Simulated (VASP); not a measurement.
# CsLaS2 (R-3m) in VASP: electric field gradients with LDA

Aim: the electric field gradients of CsLaS2 with LDA.

All numbers are computed with VASP 6.6.1; they aren't measurements. Logs are shortened: lines on timing, memory, paths and dates and some standing lists are left out, and cuts for length are marked.

### 1 The cell of the first run

It takes space group R-3m (No. 166, trigonal). Conventional cell: a = 4.332 Å, b = 4.332 Å, c = 24.302 Å, α = 90.00°, β = 90.00°, γ = 120.00°. Cs (site symmetry -3m) has 6 S at 3.56 Å and 6 Cs at 4.33 Å and 6 La at 4.76 Å within 4.8 Å. La (site symmetry -3m) has 6 S at 2.93 Å within 3.9 Å. S (site symmetry 3m) has 3 La at 2.93 Å and 3 Cs at 3.56 Å and 3 S at 3.93 Å within 4.0 Å.

### 2 Electric field gradients, LDA

Contents of INCAR:

```
SYSTEM = CsLaS2
  PREC = Accurate
  ENCUT = 520
  EDIFF = 1E-8
  ISMEAR = -1
  SIGMA = 0.03
  LREAL = .False.
  LASPH = .True.
  NELM = 80
  ALGO = Normal
  ISIF = 2
  LWAVE = .False.
  LCHARG = .False.
  LEFG = .True.
  NBANDS = 24
```

Contents of KPOINTS:

```
Automatic mesh
0
Gamma
  8 8 8
  0 0 0
```

Contents of POSCAR:

```
CsLaS2
1.0
    2.1659806087      1.2505294875      8.1006467352
   -2.1659806087      1.2505294875      8.1006467352
    0.0000000000     -2.5010589750      8.1006467352
Cs La S
1 1 2
Direct
    0.0000000000      0.0000000000      0.0000000000
    0.5000000000      0.5000000000      0.5000000000
    0.2290855100      0.2290855100      0.2290855100
    0.7709144900      0.7709144900      0.7709144900
```

Potentials or basis: VASP PAW LDA potentials, release 64 (Cs_sv, La, S).

The run is started by

```bash
$ cat potpaw_LDA.64/Cs_sv/POTCAR potpaw_LDA.64/La/POTCAR potpaw_LDA.64/S/POTCAR > POTCAR
$ mpirun -np 1 vasp_std > vasp.out
```

OUTCAR:

```text
SYSTEM = CsLaS2
   PREC = Accurate
   ENCUT = 520
   EDIFF = 1E-8
   ISMEAR = -1
   LREAL = .False.
   LASPH = .True.
   NELM = 80
   ISIF = 2

 ion  position               nearest neighbor table
   1  0.000  0.000  0.000-
   2  0.500  0.500  0.500-   3 2.93   3 2.93   4 2.93   4 2.93   3 2.93   4 2.93
   3  0.229  0.229  0.229-   2 2.93   2 2.93   2 2.93
   4  0.771  0.771  0.771-   2 2.93   2 2.93   2 2.93

  LATTYP: Found a trigonal (rhomboedric) cell.
 ALAT       =     8.4779580988
 COS(alpha) =     0.8694560972

  Lattice vectors:

 A1 = (   2.1659806087,   1.2505294875,   8.1006467352)
 A2 = (  -2.1659806087,   1.2505294875,   8.1006467352)
 A3 = (   0.0000000000,  -2.5010589750,   8.1006467352)

Analysis of symmetry for initial positions (statically):
=====================================================================
 Subroutine PRICEL returns:
 Original cell was already a primitive cell.

 Routine SETGRP: Setting up the symmetry group for a
 trigonal (rhombohedral) supercell.

 Subroutine GETGRP returns: Found 12 space group operations
 (whereof 12 operations were pure point group operations)
 out of a pool of 12 trial point group operations.

The static configuration has the point symmetry D_3d.

Analysis of symmetry for dynamics (positions and initial velocities):
=====================================================================
 Subroutine PRICEL returns:
 Original cell was already a primitive cell.

 Routine SETGRP: Setting up the symmetry group for a
 trigonal (rhombohedral) supercell.

 Subroutine GETGRP returns: Found 12 space group operations
 (whereof 12 operations were pure point group operations)
 out of a pool of 12 trial point group operations.

The dynamic configuration has the point symmetry D_3d.

 Subroutine INISYM returns: Found 12 space group operations
 (whereof 12 operations are pure point group operations),
 and found     1 'primitive' translations

----------------------------------------------------------------------------------------

                                     Primitive cell

  volume of cell :     131.6496

[... 134 lines left out ...]
  ---------------------------------------------------
  free energy    TOTEN  =       -23.54841850 eV

  energy without entropy =      -23.54841850  energy(sigma->0) =      -23.54841850

 E-fermi :   3.1249     XC(G=0):  -8.9056

 val. band max:        2.4962953916   @ k =   0.0000   0.0000   0.0000
 cond. band min:       4.7942537788   @ k =   0.5000   0.5000   0.0000
 fundamental gap:      2.2979583872
 Fermi energy:         3.1248835648

 k-point     1 :       0.0000    0.0000    0.0000
  band No.  band energies     occupation
      1     -28.3455      2.00000
      2     -18.0955      2.00000
      3     -12.3982      2.00000
      4     -11.9703      2.00000
      5     -11.9703      2.00000
      6      -7.9764      2.00000
[... 637 lines left out ...]
     23       6.2709      0.00000
     24       6.4280      0.00000

 [... further k-points ...]

------------------------ aborting loop because EDIFF is reached ----------------------------------------

  FORCE on cell =-STRESS in cart. coord.  units (eV):
  Direction    XX          YY          ZZ          XY          YZ          ZX
  --------------------------------------------------------------------------------------
  -------------------------------------------------------------------------------------
  Total       -2.4255278     -2.4255278     -2.7358533      0.0000000      0.0000000      0.0000000
  in kB      -29.5187108    -29.5187108    -33.2953776      0.0000000      0.0000000      0.0000000
  external PRESSURE =     -30.7775997 kB  Pullay stress =       0.0000000 kB

 VOLUME and BASIS-vectors are now :
 -----------------------------------------------------------------------------
  energy-cutoff  :      520.00
  volume of cell :      131.65
      direct lattice vectors                 reciprocal lattice vectors
     2.165980609  1.250529487  8.100646735     0.230842325  0.133276879  0.041148978
    -2.165980609  1.250529487  8.100646735    -0.230842325  0.133276879  0.041148978
     0.000000000 -2.501058975  8.100646735     0.000000000 -0.266553757  0.041148978

 POSITION                                       TOTAL-FORCE (eV/Angst)
 -----------------------------------------------------------------------------------
      0.00000      0.00000      0.00000         0.000000      0.000000      0.000000
      0.00000      0.00000     12.15097        -0.000000     -0.000000      0.000000
      0.00000      0.00000      5.56722         0.000000     -0.000000     -0.180257
      0.00000      0.00000     18.73472         0.000000      0.000000      0.180257
 -----------------------------------------------------------------------------------
    total drift:                                0.000000      0.000000      0.000000

  FREE ENERGIE OF THE ION-ELECTRON SYSTEM (eV)
  ---------------------------------------------------
  free  energy   TOTEN  =       -23.5484184990 eV

  energy  without entropy=      -23.5484184990  energy(sigma->0) =      -23.54841850

 Electric field gradients (V/A^2)
---------------------------------------------------------------------
 ion       V_xx      V_yy      V_zz      V_xy      V_xz      V_yz
---------------------------------------------------------------------
   1      60.120    60.120  -120.239    -0.000    -0.000     0.000
   2     -33.825   -33.825    67.651     0.000    -0.000     0.000
   3      -2.925    -2.925     5.851    -0.000    -0.000     0.000
   4      -2.925    -2.925     5.851     0.000     0.000     0.000
---------------------------------------------------------------------

 Electric field gradients after diagonalization (V/A^2)
 (convention: |V_zz| > |V_xx| > |V_yy|)
----------------------------------------------------------------------
 ion       V_xx      V_yy      V_zz     asymmetry (V_yy - V_xx)/ V_zz
----------------------------------------------------------------------
   1      60.120    60.120  -120.239       0.000
   2     -33.825   -33.825    67.651       0.000
   3      -2.925    -2.925     5.851       0.000
   4      -2.925    -2.925     5.851       0.000
----------------------------------------------------------------------

           NMR quadrupolar parameters

 Cq : quadrupolar parameter    Cq=e*Q*V_zz/h
 eta: asymmetry parameters     (V_yy - V_xx)/ V_zz
 Q  : nuclear electric quadrupole moment in mb (millibarn)
----------------------------------------------------------------------
 ion       Cq(MHz)       eta       Q (mb)
----------------------------------------------------------------------
   1      -0.291       0.000       1.000
   2       0.164       0.000       1.000
   3       0.014       0.000       1.000
   4       0.014       0.000       1.000
----------------------------------------------------------------------
```

OSZICAR:

```text
N       E                     dE             d eps       ncg     rms          rms(c)
DAV:   1     0.291431588569E+03    0.29143E+03   -0.12562E+04  3120   0.154E+03
DAV:   2     0.348289952359E+02   -0.25660E+03   -0.22492E+03  4048   0.271E+02
DAV:   3    -0.209856510129E+02   -0.55815E+02   -0.52269E+02  4704   0.134E+02
DAV:   4    -0.246910506520E+02   -0.37054E+01   -0.36730E+01  5208   0.320E+01
DAV:   5    -0.248340657699E+02   -0.14302E+00   -0.14292E+00  4544   0.544E+00    0.599E+00
DAV:   6    -0.237562290309E+02    0.10778E+01   -0.33278E+00  4576   0.721E+00    0.439E+00
DAV:   7    -0.235829815558E+02    0.17325E+00   -0.58691E-01  5296   0.380E+00    0.232E+00
DAV:   8    -0.235501253433E+02    0.32856E-01   -0.10587E-01  4936   0.182E+00    0.402E-01
DAV:   9    -0.235489567092E+02    0.11686E-02   -0.88446E-03  4864   0.686E-01    0.297E-01
DAV:  10    -0.235483916464E+02    0.56506E-03   -0.32636E-03  4832   0.293E-01    0.150E-01
DAV:  11    -0.235484115918E+02   -0.19945E-04   -0.22521E-04  4376   0.843E-02    0.814E-02
DAV:  12    -0.235484190444E+02   -0.74526E-05   -0.11051E-04  5000   0.540E-02    0.264E-02
DAV:  13    -0.235484181809E+02    0.86356E-06   -0.19002E-05  4912   0.306E-02    0.726E-03
DAV:  14    -0.235484184537E+02   -0.27281E-06   -0.22445E-06  4912   0.853E-03    0.592E-03
DAV:  15    -0.235484185044E+02   -0.50727E-07   -0.25444E-07  4552   0.272E-03    0.291E-03
DAV:  16    -0.235484184990E+02    0.53760E-08   -0.27936E-08  3712   0.104E-03
   1 F= -.23548418E+02 E0= -.23548418E+02  d E =-.307344E-10
```

Run time: 6.9 min. Hardware: 1 thread of Intel Xeon Platinum 8488C (Sapphire Rapids), shared host; peak memory 0.57 GiB.

Results:

```yaml
Free_energy: -23.5484 eV
Pressure: -3.1 GPa
Largest_force: 0.180 eV/Å
Band_gap_on_the_k_mesh: 2.30 eV (least direct gap 2.48 eV)
Largest_electric_field_gradient_by_atom: Cs -120.2; La +67.7; S +5.9 V/Å²
```

Forces on the atoms (eV/Å):
```
Cs   0.000  0.000  0.000
La   0.000  0.000  0.000
S    0.000  0.000 -0.180
S    0.000  0.000  0.180
```

Electric field gradients, principal values (V/Å²):
```
atom    least   middle  greatest (by size)
1 Cs   60.120   60.120            -120.239
2 La  -33.825  -33.825              67.651
 3 S   -2.925   -2.925               5.851
 4 S   -2.925   -2.925               5.851
```

Caveat: the cell stands under tension; without QUAD_EFG the Cq values of the log hold for a quadrupole moment of 1 mb, not for the nuclei; spin-orbit coupling is left out, which moves the levels of the heavy elements. A k mesh can miss the band edges.
